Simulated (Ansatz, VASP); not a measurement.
## TaN: VASP beside Ansatz

INCAR

```
PREC     = Accurate       # precision mode
ENCUT    = 520            # plane-wave cutoff, eV
EDIFF    = 1E-6           # SCF threshold, eV
ISMEAR   = 0              # smearing method
SIGMA    = 0.1            # smearing width, eV
LREAL    = Auto         
LASPH    = T              # aspherical terms in the spheres
NELM     = 80             # most SCF steps
ALGO     = Normal         # electronic algorithm
ISIF     = 2              # what is computed and relaxed
LWAVE    = F              # write WAVECAR
LCHARG   = F              # write CHGCAR
GGA      = PE             # functional
NBANDS   = 78             # bands
```

The input KPOINTS:

```
Automatic mesh
0
Gamma
  5 5 5
```

Contents of POSCAR:

```
TaN
1.0
    0.0000000000      0.0000000000     -5.7955432028
    2.9501846797     -5.1098697569      0.0000000000
   -5.9003693593      0.0000000000      0.0000000000
Ta N
8 8
Direct
    0.2500000000      0.1666666667      0.3333333333
    0.7500000000      0.1666666667      0.3333333333
    0.2500000000      0.6666666667      0.3333333333
    0.7500000000      0.6666666667      0.3333333333
    0.2500000000      0.1666666667      0.8333333333
    0.7500000000      0.1666666667      0.8333333333
    0.2500000000      0.6666666667      0.8333333333
    0.7500000000      0.6666666667      0.8333333333
    0.5000000000      0.0000000000      0.5000000000
    0.0000000000      0.0000000000      0.5000000000
    0.5000000000      0.5000000000      0.5000000000
    0.0000000000      0.5000000000      0.5000000000
    0.5000000000      0.0000000000      0.0000000000
    0.0000000000      0.0000000000      0.0000000000
    0.5000000000      0.5000000000      0.0000000000
    0.0000000000      0.5000000000      0.0000000000
```

Input for Ansatz:

```yaml
crystal:
  lattice:
    - [0.0, 0.0, -5.7955432028]
    - [2.9501846797, -5.1098697569, 0.0]
    - [-5.9003693593, 0.0, 0.0]
  atoms:
    - { symbol: Ta, position: [0.25, 0.1666666667, 0.3333333333] }
    - { symbol: Ta, position: [0.75, 0.1666666667, 0.3333333333] }
    - { symbol: Ta, position: [0.25, 0.6666666667, 0.3333333333] }
    - { symbol: Ta, position: [0.75, 0.6666666667, 0.3333333333] }
    - { symbol: Ta, position: [0.25, 0.1666666667, 0.8333333333] }
    - { symbol: Ta, position: [0.75, 0.1666666667, 0.8333333333] }
    - { symbol: Ta, position: [0.25, 0.6666666667, 0.8333333333] }
    - { symbol: Ta, position: [0.75, 0.6666666667, 0.8333333333] }
    - { symbol: "N", position: [0.5, 0.0, 0.5] }
    - { symbol: "N", position: [0.0, 0.0, 0.5] }
    - { symbol: "N", position: [0.5, 0.5, 0.5] }
    - { symbol: "N", position: [0.0, 0.5, 0.5] }
    - { symbol: "N", position: [0.5, 0.0, 0.0] }
    - { symbol: "N", position: [0.0, 0.0, 0.0] }
    - { symbol: "N", position: [0.5, 0.5, 0.0] }
    - { symbol: "N", position: [0.0, 0.5, 0.0] }
basis:
  ecutwfc: 420
  xc_grid: 2
kpoints:
  mp_grid: { grid: [5, 5, 5], shift: [0.0, 0.0, 0.0] }
hamiltonian:
  xc: pbe
scf:
  occupations: { method: gaussian, width: 0.1 }
output:
  forces: true
  stress: true
  eigenvalues: true
  write_density: true
  write_potential: true
  elf: true
  volumetric_format: npy
```

Alike in both runs: task single point; functional PBE; k mesh 5 × 5 × 5; occupations gaussian, width 0.1 eV; no spin polarisation.

|  | VASP | Ansatz |
| --- | --- | --- |
| version | VASP 6.6.1 | Ansatz 0.2.0 |
| potentials or method | VASP PAW PBE potentials, release 64 (Ta_pv, N), cutoff 520 eV | scalar-relativistic, plane waves, PAW |
| valence electrons in the cell | 128 | 144 |

```csv
,VASP,Ansatz,Ansatz less VASP
gap on the k mesh at the Fermi level (eV),none,none,-
pressure (GPa),0.6,0.0,-0.65
"traceless stress, the component that is largest in VASP (GPa)",0.00,-0.11,-0.108
```

A gap of «none» marks a metal or a gap that the smearing closes. VASP's potentials hold 128 valence electrons a cell and Ansatz's 144, so a difference there can come from the potentials and not from the codes.

Neither program's run includes spin-orbit coupling.
